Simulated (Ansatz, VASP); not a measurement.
# Si: VASP beside Ansatz

File POSCAR:

```
Si
1.0
   -2.3713723045      2.3713723045      1.3292653899
    2.3713723045     -2.3713723045      1.3292653899
    2.3713723045      2.3713723045     -1.3292653899
Si
2
Direct
    0.5000000000      0.5000000000      0.0000000000
    0.2500000000      0.7500000000      0.5000000000
```

Contents of INCAR.step1:

```
  PREC = Accurate
  ENCUT = 520
  EDIFF = 1E-5
  ISMEAR = -1
  SIGMA = 0.05
  LREAL = False
  LASPH = True
  NELM = 80
  ALGO = Normal
  ISIF = 2
  LWAVE = True
  GGA = PE
  NBANDS = 11
```

Contents of INCAR.step2:

```
  PREC = Accurate
  ENCUT = 520
  EDIFF = 1E-6
  ISMEAR = -1
  SIGMA = 0.05
  LREAL = False
  LASPH = True
  NELM = 80
  ALGO = Normal
  ISIF = 2
  LWAVE = False
  LCHARG = True
  GGA = PE
  LHFCALC = True
  HFSCREEN = 0.2079
  PRECFOCK = Normal
  LELF = True
  LVHAR = True
  ISTART = 1
  NBANDS = 11
```

Contents of KPOINTS:

```
regular mesh
0
Gamma
  8 8 8
```

File input:

```
crystal:
  lattice:
    - [-2.3713723045, 2.3713723045, 1.3292653899]
    - [2.3713723045, -2.3713723045, 1.3292653899]
    - [2.3713723045, 2.3713723045, -1.3292653899]
  atoms:
    - { symbol: Si, position: [0.5, 0.5, 0.0] }
    - { symbol: Si, position: [0.25, 0.75, 0.5] }
hamiltonian:
  xc: hse06
  pseudopotentials: { kind: paw }
kpoints:
  mp_grid: { grid: [8, 8, 8] }
  band_path:
    path:
      - [[0.0, 0.0, 0.0], [0.0, 0.0, 0.5], [-0.5, 0.5, 0.5], [0.0, 0.0, 0.0], [0.3285532063, 0.3285532063, -0.3285532063], [0.25, 0.25, 0.25], [0.0, 0.5, 0.0], [-0.3285532063, 0.6714467937, 0.3285532063], [-0.5, 0.5, 0.5]]
      - [[0.0, 0.0, 0.5], [0.25, 0.25, 0.25]]
    npoints: 4
scf:
  occupations: { method: fermi_dirac, width: 0.05 }
  n_extra_bands: 6
output:
  forces: true
  stress: true
  eigenvalues: true
  fatbands: false
```

Alike in both runs: functional HSE06; k mesh 8 × 8 × 8; occupations fermi-dirac, width 0.05 eV; no spin polarisation.

```csv
,VASP,Ansatz
version,VASP 6.6.1,Ansatz 0.2.0
potentials or method,"VASP PAW PBE potentials, release 64 (Si)",Ansatz PAW
plane-wave cutoff (eV),520,420
valence electrons in the cell,8,8
task,single point,band structure
```

Ansatz gave:

```
gap on the k mesh at the Fermi level (eV)                     : none
pressure (GPa)                                                : 1.5
traceless stress, the component that is largest in VASP (GPa) : 1.60
```

**Question.** Which values does VASP return?

**Answer.** gap on the k mesh at the Fermi level (eV): none; pressure (GPa): 1.2; traceless stress, the component that is largest in VASP (GPa): 1.72.

A gap of «none» marks a metal or a gap that the smearing closes. With one functional, cell and mesh, what is left measures potentials, basis and numerics.
